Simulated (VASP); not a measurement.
Crystal: Sb.

```
Sb
1.0
     3.42032    0.00000    0.00000
    -1.71016    2.96209    0.00000
     0.00000    0.00000    5.57745
Sb
2
Direct
  0.66667 0.33333 0.75000
  0.33333 0.66667 0.25000
```

This isn't the form of Sb at room conditions, which is rhombohedral.

Base run:

```yaml
Program: VASP 6.6.1
Functional: r2SCAN
Potentials_or_basis: VASP PAW PBE potentials, release 64 (Sb)
Cutoff: 520 eV
k_mesh: 9 × 9 × 5
Occupations: fermi-dirac, width 0.05 eV
Spin: no spin polarisation
```

Its results: band gap on the k mesh zero (bands 5 and 6 overlap by 6.76 eV); pressure -2.7 GPa.

Problem. The run is repeated on the same cell with these changes: functional from r2SCAN to HSE06; k mesh from 9 × 9 × 5 to 6 × 6 × 4. What comes out?

Solution. Band gap on the k mesh zero (bands 5 and 6 overlap by 8.12 eV); pressure -4.8 GPa.

Several settings changed at once.

Caveats: the PAW data sets were made with another functional, which shifts forces and pressure a little; spin-orbit coupling is left out, which moves the levels of the heavy elements; the cell stands under tension (at least some runs).
